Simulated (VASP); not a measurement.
Input of a VASP 6.6.1 run:

File INCAR:

```
SYSTEM = KI
ALGO = Normal ; EDIFF = 1E-6
ENCUT = 520 ; GGA = PE
ISIF = 2 ; ISMEAR = -1
LASPH = .TRUE. ; LCHARG = .FALSE.
LREAL = .FALSE. ; LWAVE = .FALSE.
NBANDS = 15 ; NELM = 60
PREC = Accurate ; SIGMA = 0.02
```

KPOINTS

```
k-points
0
G
  6 6 6
  0 0 0
```

POSCAR

```
KI
1.0
    0.0000000000      3.4417737185      3.4417737185
    3.4417737185      0.0000000000      3.4417737185
    3.4417737185      3.4417737185      0.0000000000
K I
1 1
Direct
    0.0000000000      0.0000000000      0.0000000000
    0.5000000000      0.5000000000      0.5000000000
```

Potentials or basis: VASP PAW PBE potentials, release 64 (K_sv, I).

Command:

```bash
$ cat potpaw_PBE.64/K_sv/POTCAR potpaw_PBE.64/I/POTCAR > POTCAR
$ mpirun -np 1 vasp_std > vasp.out
```

Task: What does it give for the band gap on the k mesh?

Result: 4.15 eV, direct.

Task: What does it give for the pressure?

Result: 1.9 GPa.

Caveat: the cell differs from its parent crystal (strain -2.9%); spin-orbit coupling is left out, which moves the levels of the heavy elements.
